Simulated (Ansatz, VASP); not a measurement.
## One calculation of SiNi3, two programs

```xyz
4
Lattice="3.4348 0.0000 0.0000 0.0000 3.4348 0.0000 0.0000 0.0000 3.4348" Properties=species:S:1:pos:R:3 pbc="T T T"
Si    0.0000    0.0000    0.0000
Ni    0.0000    1.7174    1.7174
Ni    1.7174    0.0000    1.7174
Ni    1.7174    1.7174    0.0000
```

Alike in both runs: task single point; functional PBE; k mesh 6 × 6 × 6; occupations fermi-dirac, width 0.02 eV; no spin polarisation.

|  | VASP | Ansatz |
| --- | --- | --- |
| version | VASP 6.6.1 | Ansatz 0.2.0 |
| potentials or method | VASP PAW PBE potentials, release 64 (Si, Ni) | plane waves, PAW |
| plane-wave cutoff (eV) | 520 | 420 |
| valence electrons in the cell | 34 | 58 |

VASP gave:

- pressure (GPa): 15.2

Q: What did Ansatz give for the same quantities?

A: Pressure (GPa): 15.3.

VASP's potentials hold 34 valence electrons a cell and Ansatz's 58, so a difference there can come from the potentials and not from the codes.
